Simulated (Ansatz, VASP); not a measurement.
## One calculation of Sn, two programs

The input INCAR:

```
PREC = Accurate ; ENCUT = 520
EDIFF = 1E-8 ; ISMEAR = -1
SIGMA = 0.03 ; LREAL = F
LASPH = T ; NELM = 60
ALGO = Normal ; ISIF = 2
LWAVE = F ; LCHARG = F
GGA = PE ; LEFG = T
NBANDS = 21
```

File KPOINTS:

```
regular mesh
0
Gamma
  9 9 9
```

POSCAR

```
Sn
1.0
    0.0000000000      3.2780560000      3.2456000000
    3.2780560000      0.0000000000      3.2456000000
    3.2780560000      3.2780560000      0.0000000000
Sn
2
Direct
    0.5000000000      0.5000000000      0.5000000000
    0.7500000000      0.7500000000      0.7500000000
```

Input for Ansatz:

```yaml
crystal:
  lattice:
    - [0.0, 3.278056, 3.2456]
    - [3.278056, 0.0, 3.2456]
    - [3.278056, 3.278056, 0.0]
  atoms:
    - { symbol: Sn, position: [0.5, 0.5, 0.5] }
    - { symbol: Sn, position: [0.75, 0.75, 0.75] }
kpoints:
  mp_grid: { grid: [9, 9, 9] }
scf:
  occupations: { method: fermi_dirac, width: 0.03 }
hamiltonian:
  xc: pbe
  pseudopotentials: { kind: all_electron, datasets: crystal }
output:
  forces: true
  stress: true
  eigenvalues: true
  efg: { contact_densities: true }
```

Change from the starting cell: equal xx and yy strain of +1 %, crystal datasets.

Alike in both runs: task electric field gradients; functional PBE; k mesh 9 × 9 × 9; occupations fermi-dirac, width 0.03 eV; no spin polarisation.

|  | VASP | Ansatz |
| --- | --- | --- |
| version | VASP 6.6.1 | Ansatz 0.2.0 |
| potentials or method | VASP PAW PBE potentials, release 64 (Sn_d), cutoff 520 eV | all-electron PAW with datasets made for the crystal, scalar-relativistic |

```csv
,VASP,Ansatz,Ansatz less VASP
pressure (GPa),2.2,2.2,+0.05
"traceless stress, the component that is largest in VASP (GPa)",0.19,0.19,0.000
size of Vzz on the site where it differs most (V/Å²),1.2,1.4,+0.16
```

Ansatz ran all-electron here, and VASP with PAW potentials.
